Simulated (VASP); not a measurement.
# MnO (P-6m2) in VASP: a series of runs

Aim: see how the results for MnO move with the level of theory and the settings. Levels: RPBE+D3(BJ), PBE. Tasks: single point.

Everything below comes from runs of VASP 6.6.1. Logs are shortened: lines on timing, memory, paths and dates and some standing lists are left out, and cuts for length are marked.

## (1) The cell of the first run

It takes space group P-6m2 (No. 187, hexagonal). The conventional cell has a = 2.932 Å, b = 2.932 Å, c = 2.748 Å, α = 90.00°, β = 90.00°, γ = 120.00°. Mn (site symmetry -6m2) has 6 O at 2.18 Å and 8 Mn at 2.75 to 2.93 Å within 3.0 Å. O (site symmetry -6m2) has 6 Mn at 2.18 Å and 8 O at 2.75 to 2.93 Å within 3.0 Å.

## (2) Single point, RPBE+D3(BJ), collinear spin, ferromagnetic start

INCAR reads:

```
PREC     = Accurate       # precision mode
ENCUT    = 600            # plane-wave cutoff, eV
EDIFF    = 1E-6           # SCF threshold, eV
ISMEAR   = -1             # smearing method
SIGMA    = 0.05           # smearing width, eV
LREAL    = False          # projectors in reciprocal space
LASPH    = True           # aspherical terms in the spheres
NELM     = 200            # most SCF steps
ALGO     = Normal         # electronic algorithm
ISIF     = 2              # what is computed and relaxed
LWAVE    = False          # write WAVECAR
LCHARG   = False          # write CHGCAR
ISPIN    = 2              # spin polarisation
MAGMOM   = 4 0            # initial moments
LORBIT   = 11             # projections on sites
LMAXMIX  = 4              # l up to which the mixer works
GGA      = RP             # functional
IVDW     = 12             # dispersion correction
NBANDS   = 22             # bands
GGA_COMPAT= False
```

KPOINTS reads:

```
regular mesh
0
Gamma
  10 10 9
```

POSCAR reads:

```
MnO
1.0
    2.9321917339      0.0000000029      0.0000000000
   -1.4660958694      2.5393525289      0.0000000000
    0.0000000000      0.0000000000      2.7481528520
Mn O
1 1
Direct
    0.0000000000      0.0000000000      0.0000000000
    0.6666666667      0.3333333333      0.5000000000
```

Potentials or basis: VASP PAW PBE potentials, release 64 (Mn_sv, O).

The run is started by

```sh
cat potpaw_PBE.64/Mn_sv/POTCAR potpaw_PBE.64/O/POTCAR > POTCAR
mpirun -np 1 vasp_std > vasp.out
```

OUTCAR:

```text
PREC = Accurate
   ENCUT = 600
   EDIFF = 1E-6
   ISMEAR = -1
   LREAL = False
   LASPH = True
   NELM = 200
   ISIF = 2
   ISPIN = 2
   LORBIT = 11
   GGA = RP
   IVDW = 12
 IVDW          = 12

 ion  position               nearest neighbor table
   1  0.000  0.000  0.000-   2 2.18   2 2.18   2 2.18   2 2.18   2 2.18   2 2.18
   2  0.667  0.333  0.500-   1 2.18   1 2.18   1 2.18   1 2.18   1 2.18   1 2.18

  LATTYP: Found a hexagonal cell.
 ALAT       =     2.9321917339
 C/A-ratio  =     0.9372350451

  Lattice vectors:

 A1 = (   2.9321917339,   0.0000000029,   0.0000000000)
 A2 = (  -1.4660958694,   2.5393525289,   0.0000000000)
 A3 = (   0.0000000000,   0.0000000000,   2.7481528520)

Analysis of symmetry for initial positions (statically):
=====================================================================
 Subroutine PRICEL returns:
 Original cell was already a primitive cell.

 Routine SETGRP: Setting up the symmetry group for a
 hexagonal supercell.

 Subroutine GETGRP returns: Found 12 space group operations
 (whereof 12 operations were pure point group operations)
 out of a pool of 24 trial point group operations.

The static configuration has the point symmetry D_3h.

Analysis of symmetry for dynamics (positions and initial velocities):
=====================================================================
 Subroutine PRICEL returns:
 Original cell was already a primitive cell.

 Routine SETGRP: Setting up the symmetry group for a
 hexagonal supercell.

 Subroutine GETGRP returns: Found 12 space group operations
 (whereof 12 operations were pure point group operations)
 out of a pool of 24 trial point group operations.

The dynamic configuration has the point symmetry D_3h.

Analysis of structural, dynamic, and magnetic symmetry:
=====================================================================
 Subroutine PRICEL returns:
 Original cell was already a primitive cell.

 Routine SETGRP: Setting up the symmetry group for a
 hexagonal supercell.

 Subroutine GETGRP returns: Found 12 space group operations
 (whereof 12 operations were pure point group operations)
 out of a pool of 24 trial point group operations.

The overall configuration has the point symmetry D_3h.

 Subroutine INISYM returns: Found 12 space group operations
 (whereof 12 operations are pure point group operations),
 and found     1 'primitive' translations

----------------------------------------------------------------------------------------

                                     Primitive cell

  volume of cell :      20.4624

  direct lattice vectors                    reciprocal lattice vectors
     2.932191734  0.000000003  0.000000000     0.341041818  0.196900586  0.000000000
    -1.466095869  2.539352529  0.000000000    -0.000000000  0.393801171  0.000000000
     0.000000000  0.000000000  2.748152852     0.000000000  0.000000000  0.363880779

  length of vectors
     2.932191734  2.932191734  2.748152852     0.393801171  0.393801171  0.363880779

  position of ions in fractional coordinates (direct lattice)
     0.000000000  0.000000000  0.000000000
     0.666666667  0.333333333  0.500000000

  ion indices of the primitive-cell ions
   primitive index   ion index
                 1           1
                 2           2

----------------------------------------------------------------------------------------

 KPOINTS: regular mesh

Automatic generation of k-mesh.
 Grid dimensions read from file:
 generate k-points for:   10   10    9

 Generating k-lattice:

  Cartesian coordinates                     Fractional coordinates (reciprocal lattice)
     0.034104182  0.019690059  0.000000000     0.100000000  0.000000000  0.000000000
    -0.000000000  0.039380117  0.000000000     0.000000000  0.100000000  0.000000000
     0.000000000  0.000000000  0.040431198     0.000000000  0.000000000  0.111111111

  Length of vectors
     0.039380117  0.039380117  0.040431198

  Shift w.r.t. Gamma in fractional coordinates (k-lattice)
     0.000000000  0.000000000  0.000000000

 Subroutine IBZKPT returns following result:
 ===========================================

 Found     70 irreducible k-points:

 Following reciprocal coordinates:
            Coordinates               Weight
  0.000000  0.000000  0.000000      1.000000
  0.100000  0.000000  0.000000      6.000000
  0.200000  0.000000  0.000000      6.000000
  0.300000  0.000000  0.000000      6.000000
  0.400000  0.000000  0.000000      6.000000
  0.500000  0.000000  0.000000      3.000000
[... 16 lines left out ...]
  0.300000  0.100000  0.111111     24.000000
  0.400000  0.100000  0.111111     24.000000
 [... further k-points ...]
   k-points           NKPTS =     70   k-points in BZ     NKDIM =     70   number of bands    NBANDS=     22
   number of dos      NEDOS =    301   number of ions     NIONS =      2
   total plane-waves  NPLWV =  13824
   dimension x,y,z NGX =    24 NGY =   24 NGZ =   24
   dimension x,y,z NGXF=    48 NGYF=   48 NGZF=   48
   ions per type =               1   1
   NGX,Y,Z   is equivalent  to a cutoff of  13.61, 13.61, 14.52 a.u.
   NGXF,Y,Z  is equivalent  to a cutoff of  27.21, 27.21, 29.04 a.u.
 SYSTEM =  unknown system
   PREC   = accura    normal or accurate (medium, high low for compatibility)
   ISTART =      0    job   : 0-new  1-cont  2-samecut
   ICHARG =      2    charge: 1-file 2-atom 10-const
   ISPIN  =      2    spin polarized calculation?
   LNONCOLLINEAR =      F non collinear calculations
   LSORBIT =      F    spin-orbit coupling
   LASPH  =      T    aspherical Exc in radial PAW
   ENCUT  =  600.0 eV  44.10 Ry    6.64 a.u.   5.86  5.86  5.49*2*pi/ulx,y,z
   NELM   =    200;   NELMIN=  2; NELMDL= -5     # of ELM steps
   EDIFF  = 0.1E-05   stopping-criterion for ELM
   LREAL  =      F    real-space projection
   EDIFFG = 0.1E-04   stopping-criterion for IOM
   NSW    =      0    number of steps for IOM
   IBRION =     -1    ionic relax: 0-MD 1-quasi-New 2-CG
   NFREE  =      0    steps in history (QN), initial steepest desc. (CG)
   ISIF   =      2    stress and relaxation
   ISYM   =      2    0-nonsym 1-usesym 2-fastsym
   POTIM  = 0.5000    time-step for ionic-motion
   TEBEG  =    0.0;   TEEND  =   0.0 temperature during run
   PSTRESS=    0.0 pullay stress
   NELECT =      21.0000    total number of electrons
   NUPDOWN=      -1.0000    fix difference up-down
   EMIN   =  10.00;   EMAX   =-10.00  energy-range for DOS
   EFERMI =   0.00;   METHOD = LEGACY
   ISMEAR =    -1;   SIGMA  =   0.05  broadening in eV -4-tet -1-fermi 0-gaus
   EFERMI_NEDOS =   21; number of points for ismear=-14 and -15
   IALGO  =     38    algorithm
   IMIX   =      4    mixing-type and parameters
     AMIX     =   0.40;   BMIX     =  1.00
     AMIX_MAG =   1.60;   BMIX_MAG =  1.00
  volume/ion in A,a.u.               =      10.23        69.04
  Fermi-wavevector in a.u.,A,eV,Ry     =   1.651312  3.120528 37.100800  2.726832
  Thomas-Fermi vector in A             =   2.740113
   LORBIT       =     11    0 simple, 1 ext, 2 COOP (PROOUT), +10 PAW based schemes
   GGA     = RP    functional components
   LHFCALC =     F    Hartree Fock is set to
   AEXX    =    0.0000 exact exchange contribution
   IVDW    =    12    specifies the selected vdW correction
   LEPSILON=     F    determine dielectric tensor
   LRPA    =     F    only Hartree local field effects (RPA)
 spin polarized calculation
  energy-cutoff  :      600.00
  volume of cell :       20.46
 maximum number of plane-waves:       701
 NGX is ok and might be reduce to    24
   NGX = 11   NGY = 11   NGZ = 11

 number of electron      20.9999979 magnetization       4.5415288

 Free energy of the ion-electron system (eV)
  ---------------------------------------------------
  ext. energy  EPLUGINS =         0.00000000
  ---------------------------------------------------
  free energy    TOTEN  =       -15.27915698 eV

  energy without entropy =      -15.26901618  energy(sigma->0) =      -15.27408658

 E-fermi :  10.0528     XC(G=0): -12.1236

 val. band max:       10.0480091823   @ k =   0.4000   0.1000   0.0000
 cond. band min:      10.1099193779   @ k =   0.3000   0.3000   0.1111
 fundamental gap:      0.0619101956
 Fermi energy:        10.0528417791

 spin component 1

 k-point     1 :       0.0000    0.0000    0.0000
  band No.  band energies     occupation
      1     -71.4951      1.00000
      2     -40.2120      1.00000
      3     -40.2120      1.00000
      4     -40.0000      1.00000
      5     -10.5230      1.00000
      6       4.8266      1.00000
[... 14 lines left out ...]
     21      34.5587      0.00000
     22      38.3499      0.00000
[... 552 lines left out ...]
  band No.  band energies     occupation
      1     -71.4815      1.00000
      2     -40.3125      1.00000
      3     -40.2423      1.00000
      4     -40.0039      1.00000
      5      -9.4682      1.00000
      6       2.1569      1.00000
[... 14 lines left out ...]
     21      36.0005      0.00000
     22      38.0955      0.00000

 [... further k-points ...]

 spin component 2

 k-point     1 :       0.0000    0.0000    0.0000
  band No.  band energies     occupation
      1     -66.9668      1.00000
      2     -35.6903      1.00000
      3     -35.6903      1.00000
      4     -35.6158      1.00000
      5     -10.1202      1.00000
      6       6.0904      1.00000
[... 14 lines left out ...]
     21      36.3365      0.00000
     22      39.0048      0.00000
[... 552 lines left out ...]
  band No.  band energies     occupation
      1     -66.9513      1.00000
      2     -35.8108      1.00000
      3     -35.7259      1.00000
      4     -35.6197      1.00000
      5      -9.0963      1.00000
      6       2.9735      1.00000
[... 14 lines left out ...]
     21      37.2016      0.00000
     22      39.2289      0.00000

 [... further k-points ...]

------------------------ aborting loop because EDIFF is reached ----------------------------------------

 Edisp (eV)   -1.72956

 E8    (eV) :    -1.0424

  FORCE on cell =-STRESS in cart. coord.  units (eV):
  Direction    XX          YY          ZZ          XY          YZ          ZX
  --------------------------------------------------------------------------------------
  -------------------------------------------------------------------------------------
  Total      -0.25164    -0.25164    -0.25267    -0.00000    -0.00000    -0.00000
  in kB     -19.70337   -19.70337   -19.78358    -0.00000    -0.00000    -0.00000
  external pressure =      -19.73 kB  Pullay stress =        0.00 kB

 VOLUME and BASIS-vectors are now :
 -----------------------------------------------------------------------------
  energy-cutoff  :      600.00
  volume of cell :       20.46
      direct lattice vectors                 reciprocal lattice vectors
     2.932191734  0.000000003  0.000000000     0.341041818  0.196900586  0.000000000
    -1.466095869  2.539352529  0.000000000    -0.000000000  0.393801171  0.000000000
     0.000000000  0.000000000  2.748152852     0.000000000  0.000000000  0.363880779

 POSITION                                       TOTAL-FORCE (eV/Angst)
 -----------------------------------------------------------------------------------
      0.00000      0.00000      0.00000        -0.000000      0.000000      0.000000
      1.46610      0.84645      1.37408         0.000000      0.000000      0.000000
 -----------------------------------------------------------------------------------
    total drift:                               -0.000000      0.000000      0.000000

  FREE ENERGIE OF THE ION-ELECTRON SYSTEM (eV)
  ---------------------------------------------------
  free  energy   TOTEN  =       -17.0087208522 eV

  energy  without entropy=      -16.9985800538  energy(sigma->0) =      -17.00365045

 total charge

# of ion       s       p       d       tot
------------------------------------------
    1        2.121   6.029   4.703  12.853
    2        1.565   3.443   0.000   5.009
--------------------------------------------------
tot          3.687   9.472   4.703  17.861

 magnetization (x)

# of ion       s       p       d       tot
------------------------------------------
    1        0.023   0.018   3.911   3.952
    2        0.028   0.147   0.000   0.175
--------------------------------------------------
tot          0.050   0.165   3.911   4.127
```

It took 29 s on 1 thread of Intel Xeon 6975P-C (Granite Rapids), shared host; peak memory 0.19 GiB.

Results:

* Free energy: -17.0087 eV
* Pressure: -2.0 GPa
* Net moment: 4.54 μB per cell
* Site moments: Mn +3.95; O +0.17 μB
* Valence electrons inside the program's atomic spheres: Mn 12.85; O 5.01
* Dispersion energy per atom: -0.865 eV

Levels at points of the mesh, in eV from the Fermi level:
Spin up:
```csv
k point,band 11,band 12,band 13,band 14,band 15,band 16
"(0.00, 0.00, 0.00)",-1.79,-0.80,-0.80,-0.21,13.93,14.80
"(0.50, 0.00, 0.00)",-1.60,-1.59,-0.06,4.64,8.00,13.99
```
Spin down:
```
           k point  band 5  band 6  band 7  band 8  band 9  band 10  band 11  band 12
(0.00, 0.00, 0.00)  -20.17   -3.96   -3.96   -3.38   -0.85     1.44     2.44     2.44
(0.50, 0.00, 0.00)  -19.20   -7.37   -3.93   -3.89   -0.56     2.20     2.26     2.70
```

Caveat: the PAW data sets were made with another functional, which shifts forces and pressure a little; a cell with one magnetic atom can't hold antiferromagnetic order, which such compounds often take; semilocal functionals often make such compounds metallic where correlation or magnetic order opens a gap, which also shifts bond lengths. With open d or f shells a metallic result of RPBE can be an artefact of self-interaction; +U or a hybrid may open a gap.

## (3) Single point, PBE, collinear spin, ferromagnetic start

This run uses another cell than the first one, of 11.07 Å³/atom.

INCAR reads:

```
SYSTEM = MnO
ALGO = Normal
EDIFF = 1E-6
ENCUT = 520
GGA = PE
ISIF = 2
ISMEAR = -1
ISPIN = 2
LASPH = .TRUE.
LCHARG = .FALSE.
LMAXMIX = 4
LORBIT = 11
LREAL = .FALSE.
LWAVE = .FALSE.
MAGMOM = 5.5 0
NBANDS = 20
NELM = 150
PREC = Accurate
SIGMA = 0.05
```

KPOINTS reads:

```
k-points
0
G
  10 10 9
  0 0 0
```

POSCAR reads:

```
MnO
1.0
    2.9694859100      0.0000000000      0.0000000000
   -1.4847429600      2.5716502300      0.0000000000
    0.0000000000      0.0000000000      2.8980711300
Mn O
1 1
Direct
    0.0000000000      0.0000000000      0.0000000000
    0.6666666667      0.3333333333      0.5000000000
```

Potentials or basis: VASP PAW PBE potentials, release 64 (Mn_pv, O).

The run is started by

```sh
cat potpaw_PBE.64/Mn_pv/POTCAR potpaw_PBE.64/O/POTCAR > POTCAR
mpirun -np 1 vasp_std > vasp.out
```

Wall time 60 s (1 thread of Intel Xeon 8259CL, shared host); peak memory 0.18 GiB.

Results (log left out):

```
Free energy                                           : -15.9813 eV
Pressure                                              : -1.1 GPa
Net moment                                            : 4.75 μB per cell
Site moments                                          : Mn +4.28; O +0.20 μB
Valence electrons inside the program's atomic spheres : Mn 11.35; O 4.96
```

Stress tensor (GPa, compression positive):
```
  4.29   0.00   0.00
  0.00   4.29   0.00
  0.00   0.00 -12.01
```

Levels at points of the mesh, in eV from the Fermi level:
Spin up:
```tsv
k point	band 8	band 9	band 10	band 11	band 12	band 13	band 14	band 15	band 16	band 17
(0.00, 0.00, 0.00)	-3.63	-1.93	-1.93	-0.92	-0.92	-0.47	13.21	14.81	14.81	16.25
(0.50, 0.00, 0.00)	-3.80	-2.09	-1.69	-1.62	-0.23	4.13	7.40	13.40	14.95	15.71
```
Spin down:
```
           k point  band 3  band 4  band 5  band 6  band 7  band 8  band 9  band 10  band 11  band 12
(0.00, 0.00, 0.00)  -45.57  -19.30   -3.24   -3.24   -3.20   -0.74    1.33     2.23     2.23     2.36
(0.50, 0.00, 0.00)  -45.55  -18.38   -6.63   -3.63   -3.28   -0.29    2.12     2.26     2.61     3.04
```

Caveat: a cell with one magnetic atom can't hold antiferromagnetic order, which such compounds often take; semilocal functionals often make such compounds metallic where correlation or magnetic order opens a gap, which also shifts bond lengths. With open d or f shells a metallic result of PBE can be an artefact of self-interaction; +U or a hybrid may open a gap.
